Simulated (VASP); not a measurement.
A run of VASP 6.6.1 is set up as follows.

INCAR

```
PREC = Accurate ; ENCUT = 520
EDIFF = 1E-6 ; ISMEAR = 0
SIGMA = 0.05 ; LREAL = False
LASPH = True ; NELM = 120
ALGO = Normal ; ISIF = 2
LWAVE = False ; LCHARG = False
GGA = PE ; NBANDS = 56
GGA_COMPAT = False
```

File KPOINTS:

```
Automatic mesh
0
Gamma
  1 1 6
```

File POSCAR:

```
BAs
1.0
   15.8000000000      0.0000000000      0.0000000000
    0.0000000000      9.3000000000      0.0000000000
    0.0000000000      0.0000000000      5.7359347329
B As
5 5
Direct
    0.6138871461      0.5000000000      0.2960981857
    0.6845470256      0.5000000000      0.8971838523
    0.3861128539      0.5000000000      0.2960981857
    0.5000000000      0.5000000000      0.8091892315
    0.3154529744      0.5000000000      0.8971838523
    0.7363774219      0.5000000000      0.1869659730
    0.5000000000      0.5000000000      0.1484903303
    0.6066900137      0.5000000000      0.6409122080
    0.2636225781      0.5000000000      0.1869659730
    0.3933099863      0.5000000000      0.6409122080
```

Potentials or basis: VASP PAW PBE potentials, release 64 (B, As_d).

Launch:

```sh
$ cat potpaw_PBE.64/B/POTCAR potpaw_PBE.64/As_d/POTCAR > POTCAR
$ mpirun -np 1 vasp_std > vasp.out
```

Question: Predict the largest force.

Answer: 0.046 eV/Å.

Question: Estimate the band gap on the k mesh.

Answer: 0.87 eV (least direct gap 1.14 eV).

Forces on the atoms (eV/Å):
```
B   -0.012  0.000  0.005
B   -0.005  0.000  0.007
B    0.012  0.000  0.005
B    0.000  0.000 -0.007
B    0.005  0.000  0.007
As  -0.025  0.000 -0.039
As   0.000  0.000 -0.002
As   0.006  0.000  0.032
As   0.025  0.000 -0.039
As  -0.006  0.000  0.032
```
